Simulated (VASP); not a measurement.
# Na2Nb2O (I4/mmm) in VASP: further runs

The runs below take Na2Nb2O through single point, with PBE.

Everything below comes from runs of VASP 6.6.1. Logs are shortened: lines on timing, memory, paths and dates and some standing lists are left out, and cuts for length are marked.

## 1. The cell of the first run

Symmetry: I4/mmm, No. 139, tetragonal system. The conventional cell has a = 4.116 Å, b = 4.116 Å, c = 9.584 Å, α = 90.00°, β = 90.00°, γ = 90.00°. Within 3.1 Å of Na (site symmetry 4mm) lie 4 Nb at 2.36 Å and 1 Na at 2.47 Å. Nb (site symmetry -4m2) has 4 Na at 2.36 Å and 4 Nb at 2.91 Å within 3.1 Å. O (site symmetry 4/mmm) has 8 Nb at 3.16 Å and 10 Na at 3.16 to 3.56 Å and 4 O at 4.12 Å within 4.2 Å.

## 2. Single point, PBE

Contents of INCAR:

```
SYSTEM = Na2Nb2O
PREC     = Accurate       ! precision mode
ENCUT    = 520            ! plane-wave cutoff, eV
EDIFF    = 1E-6           ! SCF threshold, eV
ISMEAR   = 0              ! smearing method
SIGMA    = 0.1            ! smearing width, eV
LREAL    = .False.        ! projectors in reciprocal space
LASPH    = .True.         ! aspherical terms in the spheres
NELM     = 100            ! most SCF steps
ALGO     = Normal         ! electronic algorithm
ISIF     = 2              ! what is computed and relaxed
LWAVE    = .False.        ! write WAVECAR
LCHARG   = .False.        ! write CHGCAR
GGA      = PE             ! functional
NBANDS   = 31             ! bands
```

Contents of KPOINTS:

```
Automatic mesh
0
Gamma
  6 6 6
  0 0 0
```

Contents of POSCAR:

```
Na2Nb2O
1.0
   -2.0582215400      2.0582215400      4.7921243900
    2.0582215400     -2.0582215400      4.7921243900
    2.0582215400      2.0582215400     -4.7921243900
Na Nb O
2 2 1
Direct
    0.3709999900      0.3709999900      0.0000000000
    0.6290000100      0.6290000100      0.0000000000
    0.7500000000      0.2500000000      0.5000000000
    0.2500000000      0.7500000000      0.5000000000
    0.0000000000      0.0000000000      0.0000000000
```

Potentials or basis: VASP PAW PBE potentials, release 64 (Na_pv, Nb_sv, O).

Command:

```bash
$ cat potpaw_PBE.64/Na_pv/POTCAR potpaw_PBE.64/Nb_sv/POTCAR potpaw_PBE.64/O/POTCAR > POTCAR
$ mpirun -np 1 vasp_std > vasp.out
```

OUTCAR:

```text
SYSTEM = Na2Nb2O
   PREC = Accurate
   ENCUT = 520
   EDIFF = 1E-6
   ISMEAR = 0
   LREAL = .False.
   LASPH = .True.
   NELM = 100
   ISIF = 2
   GGA = PE

 ion  position               nearest neighbor table
   1  0.371  0.371  0.000-   3 2.36   4 2.36   4 2.36   3 2.36   2 2.47
   2  0.629  0.629  0.000-   4 2.36   3 2.36   3 2.36   4 2.36   1 2.47
   3  0.750  0.250  0.500-   1 2.36   2 2.36   1 2.36   2 2.36   4 2.91   4 2.91   4 2.91   4 2.91

   4  0.250  0.750  0.500-   1 2.36   2 2.36   1 2.36   2 2.36   3 2.91   3 2.91   3 2.91   3 2.91

   5  0.000  0.000  0.000-

  LATTYP: Found a body centered tetragonal cell.
 ALAT       =     4.1164430800
 C/A-ratio  =     2.3282840534

  Lattice vectors:

 A1 = (  -2.0582215400,   2.0582215400,   4.7921243900)
 A2 = (   2.0582215400,  -2.0582215400,   4.7921243900)
 A3 = (   2.0582215400,   2.0582215400,  -4.7921243900)

Analysis of symmetry for initial positions (statically):
=====================================================================
 Subroutine PRICEL returns:
 Original cell was already a primitive cell.

 Routine SETGRP: Setting up the symmetry group for a
 body centered tetragonal supercell.

 Subroutine GETGRP returns: Found 16 space group operations
 (whereof 16 operations were pure point group operations)
 out of a pool of 16 trial point group operations.

The static configuration has the point symmetry D_4h.

Analysis of symmetry for dynamics (positions and initial velocities):
=====================================================================
 Subroutine PRICEL returns:
 Original cell was already a primitive cell.

 Routine SETGRP: Setting up the symmetry group for a
 body centered tetragonal supercell.

 Subroutine GETGRP returns: Found 16 space group operations
 (whereof 16 operations were pure point group operations)
 out of a pool of 16 trial point group operations.

The dynamic configuration has the point symmetry D_4h.

 Subroutine INISYM returns: Found 16 space group operations
 (whereof 16 operations are pure point group operations),
 and found     1 'primitive' translations

----------------------------------------------------------------------------------------

                                     Primitive cell

  volume of cell :      81.2030

  direct lattice vectors                    reciprocal lattice vectors
    -2.058221540  2.058221540  4.792124390     0.000000000  0.242928174  0.104337859
     2.058221540 -2.058221540  4.792124390     0.242928174  0.000000000  0.104337859
     2.058221540  2.058221540 -4.792124390     0.242928174  0.242928174  0.000000000

  length of vectors
     5.606871497  5.606871497  5.606871497     0.264387001  0.264387001  0.343552318

  position of ions in fractional coordinates (direct lattice)
     0.370999990  0.370999990  0.000000000
     0.629000010  0.629000010  0.000000000
     0.750000000  0.250000000  0.500000000
     0.250000000  0.750000000  0.500000000
     0.000000000  0.000000000  0.000000000

  ion indices of the primitive-cell ions
   primitive index   ion index
                 1           1
                 2           2
                 3           3
                 4           4
                 5           5

----------------------------------------------------------------------------------------

 KPOINTS: Automatic mesh

Automatic generation of k-mesh.
 Grid dimensions read from file:
 generate k-points for:    6    6    6

 Generating k-lattice:

  Cartesian coordinates                     Fractional coordinates (reciprocal lattice)
     0.000000000  0.040488029  0.017389643     0.166666667  0.000000000 -0.000000000
     0.040488029  0.000000000  0.017389643     0.000000000  0.166666667 -0.000000000
     0.040488029  0.040488029  0.000000000     0.000000000  0.000000000  0.166666667

  Length of vectors
     0.044064500  0.044064500  0.057258720

  Shift w.r.t. Gamma in fractional coordinates (k-lattice)
     0.000000000  0.000000000  0.000000000

 Subroutine IBZKPT returns following result:
 ===========================================

 Found     30 irreducible k-points:

 Following reciprocal coordinates:
            Coordinates               Weight
  0.000000  0.000000  0.000000      1.000000
  0.166667  0.000000 -0.000000      8.000000
  0.333333  0.000000 -0.000000      8.000000
  0.500000  0.000000  0.000000      4.000000
  0.166667  0.166667 -0.000000      8.000000
  0.333333  0.166667 -0.000000     16.000000
[... 16 lines left out ...]
 -0.333333 -0.333333  0.166667      8.000000
 -0.166667 -0.333333  0.166667      8.000000
 [... further k-points ...]
   k-points           NKPTS =     30   k-points in BZ     NKDIM =     30   number of bands    NBANDS=     31
   number of dos      NEDOS =    301   number of ions     NIONS =      5
   total plane-waves  NPLWV =  74088
   dimension x,y,z NGX =    42 NGY =   42 NGZ =   42
   dimension x,y,z NGXF=    84 NGYF=   84 NGZF=   84
   ions per type =               2   2   1
   NGX,Y,Z   is equivalent  to a cutoff of  12.45, 12.45, 12.45 a.u.
   NGXF,Y,Z  is equivalent  to a cutoff of  24.91, 24.91, 24.91 a.u.
 SYSTEM =  Na2Nb2O
   PREC   = accura    normal or accurate (medium, high low for compatibility)
   ISTART =      0    job   : 0-new  1-cont  2-samecut
   ICHARG =      2    charge: 1-file 2-atom 10-const
   ISPIN  =      1    spin polarized calculation?
   LNONCOLLINEAR =      F non collinear calculations
   LSORBIT =      F    spin-orbit coupling
   LASPH  =      T    aspherical Exc in radial PAW
   ENCUT  =  520.0 eV  38.22 Ry    6.18 a.u.  10.43 10.43 10.43*2*pi/ulx,y,z
   NELM   =    100;   NELMIN=  2; NELMDL= -5     # of ELM steps
   EDIFF  = 0.1E-05   stopping-criterion for ELM
   LREAL  =      F    real-space projection
   EDIFFG = 0.1E-04   stopping-criterion for IOM
   NSW    =      0    number of steps for IOM
   IBRION =     -1    ionic relax: 0-MD 1-quasi-New 2-CG
   NFREE  =      0    steps in history (QN), initial steepest desc. (CG)
   ISIF   =      2    stress and relaxation
   ISYM   =      2    0-nonsym 1-usesym 2-fastsym
   POTIM  = 0.5000    time-step for ionic-motion
   TEBEG  =    0.0;   TEEND  =   0.0 temperature during run
   PSTRESS=    0.0 pullay stress
   NELECT =      46.0000    total number of electrons
   NUPDOWN=      -1.0000    fix difference up-down
   EMIN   =  10.00;   EMAX   =-10.00  energy-range for DOS
   EFERMI =   0.00;   METHOD = LEGACY
   ISMEAR =     0;   SIGMA  =   0.10  broadening in eV -4-tet -1-fermi 0-gaus
   EFERMI_NEDOS =   21; number of points for ismear=-14 and -15
   IALGO  =     38    algorithm
   IMIX   =      4    mixing-type and parameters
     AMIX     =   0.40;   BMIX     =  1.00
     AMIX_MAG =   1.60;   BMIX_MAG =  1.00
  volume/ion in A,a.u.               =      16.24       109.60
  Fermi-wavevector in a.u.,A,eV,Ry     =   1.354576  2.559777 24.965001  1.834876
  Thomas-Fermi vector in A             =   2.481736
   LORBIT       =      0    0 simple, 1 ext, 2 COOP (PROOUT), +10 PAW based schemes
   GGA     = PE    functional components
   LHFCALC =     F    Hartree Fock is set to
   AEXX    =    0.0000 exact exchange contribution
   IVDW    =     0    specifies the selected vdW correction
   LEPSILON=     F    determine dielectric tensor
   LRPA    =     F    only Hartree local field effects (RPA)
 non-spin polarized calculation
 Gauss-broadening in eV      SIGMA  =   0.10
  energy-cutoff  :      520.00
  volume of cell :       81.20
 maximum number of plane-waves:      2209
 NGX is ok and might be reduce to    42
   NGX = 21   NGY = 21   NGZ = 21

 number of electron      45.9999993 magnetization

 Free energy of the ion-electron system (eV)
  ---------------------------------------------------
  ext. energy  EPLUGINS =         0.00000000
  ---------------------------------------------------
  free energy    TOTEN  =       -15.69045122 eV

  energy without entropy =      -15.67247597  energy(sigma->0) =      -15.68146359

 E-fermi :   6.5156     XC(G=0): -10.5471

 val. band max:        6.4606240301   @ k =   0.1667   0.0000  -0.0000
 cond. band min:       6.5281112286   @ k =  -0.1667   0.1667   0.1667
 fundamental gap:      0.0674871985
 Fermi energy:         6.5156442752

 k-point     1 :       0.0000    0.0000    0.0000
  band No.  band energies     occupation
      1     -48.4245      2.00000
      2     -48.2494      2.00000
      3     -24.9266      2.00000
      4     -24.9266      2.00000
      5     -24.7256      2.00000
      6     -24.5500      2.00000
[... 23 lines left out ...]
     30      11.7856      0.00000
     31      12.3323      0.00000

 k-point     2 :       0.1667    0.0000   -0.0000
  band No.  band energies     occupation
      1     -48.4132      2.00000
      2     -48.2615      2.00000
      3     -24.8782      2.00000
      4     -24.8743      2.00000
      5     -24.7185      2.00000
      6     -24.5701      2.00000
[... 23 lines left out ...]
     30      10.9688      0.00000
     31      11.5020      0.00000

 k-point     3 :       0.3333    0.0000   -0.0000
  band No.  band energies     occupation
      1     -48.3820      2.00000
      2     -48.2945      2.00000
      3     -24.7440      2.00000
      4     -24.7374      2.00000
      5     -24.6905      2.00000
      6     -24.6171      2.00000
[... 23 lines left out ...]
     30       9.0946      0.00000
     31      11.4189      0.00000

 k-point     4 :       0.5000    0.0000    0.0000
  band No.  band energies     occupation
      1     -48.3387      2.00000
      2     -48.3387      2.00000
      3     -24.6675      2.00000
      4     -24.6666      2.00000
      5     -24.5567      2.00000
      6     -24.5561      2.00000
[... 635 lines left out ...]
     30       9.0554      0.00000
     31      10.0437      0.00000

 k-point    23 :      -0.3333   -0.3333    0.1667
  band No.  band energies     occupation
      1     -48.4034      2.00000
      2     -48.2721      2.00000
      3     -24.9447      2.00000
      4     -24.7173      2.00000
      5     -24.7169      2.00000
      6     -24.5865      2.00000
[... 23 lines left out ...]
     30       9.4269      0.00000
     31      11.5908      0.00000

 k-point    24 :      -0.1667   -0.3333    0.1667
  band No.  band energies     occupation
      1     -48.4132      2.00000
      2     -48.2616      2.00000
      3     -24.8786      2.00000
      4     -24.8749      2.00000
      5     -24.7201      2.00000
      6     -24.5691      2.00000
[... 23 lines left out ...]
     30       9.9353      0.00000
     31      11.0997      0.00000

 [... further k-points ...]
[... 5 lines left out ...]
  --------------------------------------------------------------------------------------
  -------------------------------------------------------------------------------------
  Total       12.2142141     12.2142141     12.1831337      0.0000000      0.0000000      0.0000000
  in kB      240.9926500    240.9926500    240.3794180      0.0000000      0.0000000      0.0000000
  external PRESSURE =     240.7882393 kB  Pullay stress =       0.0000000 kB

 VOLUME and BASIS-vectors are now :
 -----------------------------------------------------------------------------
  energy-cutoff  :      520.00
  volume of cell :       81.20
      direct lattice vectors                 reciprocal lattice vectors
    -2.058221540  2.058221540  4.792124390     0.000000000  0.242928174  0.104337859
     2.058221540 -2.058221540  4.792124390     0.242928174  0.000000000  0.104337859
     2.058221540  2.058221540 -4.792124390     0.242928174  0.242928174  0.000000000

 POSITION                                       TOTAL-FORCE (eV/Angst)
 -----------------------------------------------------------------------------------
      0.00000      0.00000      3.55576        -0.000000     -0.000000      6.153122
      0.00000      0.00000      6.02849        -0.000000     -0.000000     -6.153122
      0.00000      2.05822      2.39606         0.000000      0.000000      0.000000
      2.05822      0.00000      2.39606         0.000000      0.000000      0.000000
      0.00000      0.00000      0.00000         0.000000      0.000000     -0.000000
 -----------------------------------------------------------------------------------
    total drift:                                0.000000      0.000000     -0.000000

  FREE ENERGIE OF THE ION-ELECTRON SYSTEM (eV)
  ---------------------------------------------------
  free  energy   TOTEN  =       -15.6904512166 eV

  energy  without entropy=      -15.6724759724  energy(sigma->0) =      -15.68146359
```

Run time: 68 s. Hardware: 1 thread of Intel Xeon 6975P-C (Granite Rapids), shared host; peak memory 0.29 GiB.

Results:

| Property | Result |
| --- | --- |
| Free energy | -15.6905 eV |
| Pressure | 24.1 GPa |
| Largest force | 6.153 eV/Å |
| Band gap on the k mesh | zero (band 23 reaches 7.37 eV, above the bottom of band 24 at 6.01 eV) |

Forces on the atoms (eV/Å):
```
Na   0.000  0.000  6.153
Na   0.000  0.000 -6.153
Nb   0.000  0.000  0.000
Nb   0.000  0.000  0.000
O    0.000  0.000  0.000
```

Caveat: forces of over 1 eV/Å act on the atoms, so gaps and moduli don't describe the material at rest.

## 3. Single point, PBE

This run uses another cell than the first one, of 22.53 Å³/atom, 1.387 times its volume.

Contents of INCAR:

```
SYSTEM = Na2Nb2O
  ALGO = Normal
  EDIFF = 1E-6
  ENCUT = 520
  GGA = PE
  ISIF = 2
  ISMEAR = 0
  LASPH = .True.
  LCHARG = .False.
  LREAL = .False.
  LWAVE = .False.
  NBANDS = 31
  NELM = 100
  PREC = Accurate
  SIGMA = 0.1
```

Contents of KPOINTS:

```
k-points
0
Gamma
  6 6 6
  0 0 0
```

Contents of POSCAR:

```
Na2Nb2O
1.0
   -1.7630048158      1.7630048158      9.0601125522
    1.7630048158     -1.7630048158      9.0601125522
    1.7630048158      1.7630048158     -9.0601125522
Na Nb O
2 2 1
Direct
    0.4310982509      0.4310982509      0.0000000000
    0.5689017491      0.5689017491      0.0000000000
    0.7500000000      0.2500000000      0.5000000000
    0.2500000000      0.7500000000      0.5000000000
    0.0000000000      0.0000000000      0.0000000000
```

Potentials or basis: VASP PAW PBE potentials, release 64 (Na_pv, Nb_sv, O).

Command:

```bash
$ cat potpaw_PBE.64/Na_pv/POTCAR potpaw_PBE.64/Nb_sv/POTCAR potpaw_PBE.64/O/POTCAR > POTCAR
$ mpirun -np 1 vasp_std > vasp.out
```

OUTCAR:

```text
SYSTEM = Na2Nb2O
   EDIFF = 1E-6
   ENCUT = 520
   GGA = PE
   ISIF = 2
   ISMEAR = 0
   LASPH = .True.
   LREAL = .False.
   NELM = 100
   PREC = Accurate

 ion  position               nearest neighbor table
   1  0.431  0.431  0.000-   2 2.50
   2  0.569  0.569  0.000-   1 2.50
   3  0.750  0.250  0.500-   4 2.49   4 2.49   4 2.49   4 2.49
   4  0.250  0.750  0.500-   3 2.49   3 2.49   3 2.49   3 2.49
   5  0.000  0.000  0.000-

  LATTYP: Found a body centered tetragonal cell.
 ALAT       =     3.5260096316
 C/A-ratio  =     5.1390174723
[... 1017 lines left out ...]
  --------------------------------------------------------------------------------------
  -------------------------------------------------------------------------------------
  Total       -0.0643867     -0.0643867      0.2445321      0.0000000      0.0000000      0.0000000
  in kB       -0.9158118     -0.9158118      3.4781302      0.0000000      0.0000000      0.0000000
  external PRESSURE =       0.5488355 kB  Pullay stress =       0.0000000 kB

 VOLUME and BASIS-vectors are now :
 -----------------------------------------------------------------------------
  energy-cutoff  :      520.00
  volume of cell :      112.64
      direct lattice vectors                 reciprocal lattice vectors
    -1.763004816  1.763004816  9.060112552     0.000000000  0.283606713  0.055186952
     1.763004816 -1.763004816  9.060112552     0.283606713  0.000000000  0.055186952
     1.763004816  1.763004816 -9.060112552     0.283606713  0.283606713  0.000000000

 POSITION                                       TOTAL-FORCE (eV/Angst)
 -----------------------------------------------------------------------------------
      0.00000      0.00000      7.81160        -0.000000     -0.000000      0.009104
      0.00000      0.00000     10.30863        -0.000000     -0.000000     -0.009104
      0.00000      1.76300      4.53006         0.000000      0.000000      0.000000
      1.76300      0.00000      4.53006         0.000000      0.000000      0.000000
      0.00000      0.00000      0.00000         0.000000      0.000000      0.000000
 -----------------------------------------------------------------------------------
    total drift:                                0.000000     -0.000000      0.000000

  FREE ENERGIE OF THE ION-ELECTRON SYSTEM (eV)
  ---------------------------------------------------
  free  energy   TOTEN  =       -25.9475703909 eV

  energy  without entropy=      -25.9080875716  energy(sigma->0) =      -25.92782898
```

OSZICAR:

```text
N       E                     dE             d eps       ncg     rms          rms(c)
DAV:   1     0.572786007120E+03    0.57279E+03   -0.23787E+04  1860   0.159E+03
DAV:   2     0.404730249480E+02   -0.53231E+03   -0.51281E+03  1929   0.554E+02
DAV:   3    -0.252446723912E+02   -0.65718E+02   -0.61380E+02  3146   0.164E+02
[... 10 lines left out ...]
DAV:  14    -0.259476039267E+02   -0.74840E-04   -0.83301E-04  2773   0.163E-01    0.981E-02
DAV:  15    -0.259475825721E+02    0.21355E-04   -0.30032E-04  2227   0.578E-02    0.376E-02
DAV:  16    -0.259476806556E+02   -0.98084E-04   -0.23169E-04  2198   0.414E-02    0.137E-01
DAV:  17    -0.259475761096E+02    0.10455E-03   -0.63329E-05  2198   0.252E-02    0.378E-02
DAV:  18    -0.259475700861E+02    0.60234E-05   -0.11420E-05  2104   0.104E-02    0.346E-03
DAV:  19    -0.259475703909E+02   -0.30476E-06   -0.43565E-07  1422   0.408E-03
   1 F= -.25947570E+02 E0= -.25927829E+02  d E =-.394828E-01
```

stdout:

```text
POSCAR found type information on POSCAR NaNbO
 POSCAR found :  3 types and       5 ions
 scaLAPACK will be used
 LDA part: xc-table for (Slater+PW92), standard interpolation
 POSCAR, INCAR and KPOINTS ok, starting setup
 FFT: planning ... GRIDC
 FFT: planning ... GRID_SOFT
 FFT: planning ... GRID
 WAVECAR not read
 entering main loop
```

Wall time 6.8 min (1 thread of Intel Xeon 6975P-C (Granite Rapids), shared host); peak memory 0.7 GiB.

What came out:

```yaml
Free_energy: -25.9476 eV
Pressure: 0.1 GPa
Largest_force: 0.009 eV/Å
Band_gap_on_the_k_mesh: zero (band 23 reaches 3.98 eV, above the bottom of band 24 at 2.51 eV)
```

Forces in eV/Å, atoms in the order of the input:
```
Na   0.000  0.000  0.009
Na   0.000  0.000 -0.009
Nb   0.000  0.000  0.000
Nb   0.000  0.000  0.000
O    0.000  0.000  0.000
```

Stress tensor (GPa, compression positive):
```
-0.09  0.00  0.00
 0.00 -0.09  0.00
 0.00  0.00  0.35
```

Levels at points of the mesh, in eV from the Fermi level:
```csv
k point,band 21,band 22,band 23,band 24,band 25,band 26
"(0.00, 0.00, 0.00)",-0.81,-0.81,-0.05,-0.05,0.48,3.25
"(0.50, 0.00, 0.00)",-0.42,0.05,0.39,0.54,1.04,1.04
"(0.50, 0.50, 0.00)",-1.03,-0.28,1.19,1.22,2.48,2.48
"(0.50, 0.50, 0.50)",-0.81,-0.52,-0.51,-0.05,-0.05,3.24
```

Caveat: the k points lie up to 0.42 Å⁻¹ apart.
